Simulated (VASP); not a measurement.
## Mo16H (a cell with a defect): single point with PBE

The system is Mo16H (a cell with a defect).

```
Mo H
1.0
     6.32262    0.00000    0.00000
     0.00000    6.32262    0.00000
     0.00000    0.00000    6.32262
Mo H
16 1
Direct
  0.99731 0.99909 0.99981
  0.25381 0.24739 0.23107
  0.99916 0.00329 0.49981
  0.25381 0.24738 0.76859
  0.99861 0.50251 0.99980
  0.24914 0.75189 0.24863
  0.99049 0.51060 0.49980
  0.24914 0.75190 0.75100
  0.50327 0.99785 0.99981
  0.74929 0.25205 0.24862
  0.50059 0.00055 0.49981
  0.74929 0.25205 0.75101
  0.50203 0.50380 0.99980
  0.74802 0.75316 0.24890
  0.49783 0.50195 0.49981
  0.74803 0.75316 0.75074
  0.19340 0.30772 0.49979
```

| Property | Result |
| --- | --- |
| Program | VASP 6.6.1 |
| Task | single point |
| Functional | PBE |
| Potentials or basis | VASP PAW PBE potentials, release 64 (Mo_sv, H) |
| Cutoff | 520 eV |
| k mesh | 3 × 3 × 3 |
| Occupations | methfessel-paxton, width 0.1 eV |
| Spin | no spin polarisation |
| Dipole correction | no |
| Further INCAR settings | LREAL = Auto; ALGO = Normal; EDIFF = 1e-06; NBANDS = 126 |

```yaml
Pressure: 3.6 GPa
Largest_force: 0.041 eV/Å
Band_gap_on_the_k_mesh: zero (an odd number of electrons rules out a gap without spin polarisation)
```

Forces in eV/Å, atoms in the order of the input:
```
Mo   0.006 -0.016  0.001
Mo  -0.004  0.002  0.016
Mo   0.007  0.013  0.000
Mo  -0.005  0.004 -0.021
Mo  -0.011  0.012  0.001
Mo   0.008 -0.020 -0.003
Mo  -0.026  0.028  0.000
Mo   0.008 -0.021  0.002
Mo  -0.010  0.012  0.001
Mo   0.020 -0.009 -0.002
Mo  -0.016  0.014  0.000
Mo   0.020 -0.009  0.002
Mo   0.018 -0.004  0.001
Mo  -0.016  0.014  0.004
Mo  -0.013 -0.005  0.000
Mo  -0.017  0.014 -0.004
H    0.029 -0.029  0.004
```

Stress tensor (GPa, compression positive):
```
 2.45 -0.76  0.00
-0.76  2.44  0.00
 0.00  0.00  5.82
```

Levels at points of the mesh, in eV from the Fermi level:
```
           k point  band 110  band 111  band 112  band 113  band 114  band 115
(0.00, 0.00, 0.00)     -0.73     -0.73     -0.67      0.51      0.53      0.68
```

Wall time 8.3 min on 1 thread of Intel(R) Xeon(R) 6975P-C (Granite Rapids), on a shared host, peak memory 0.48 GiB.
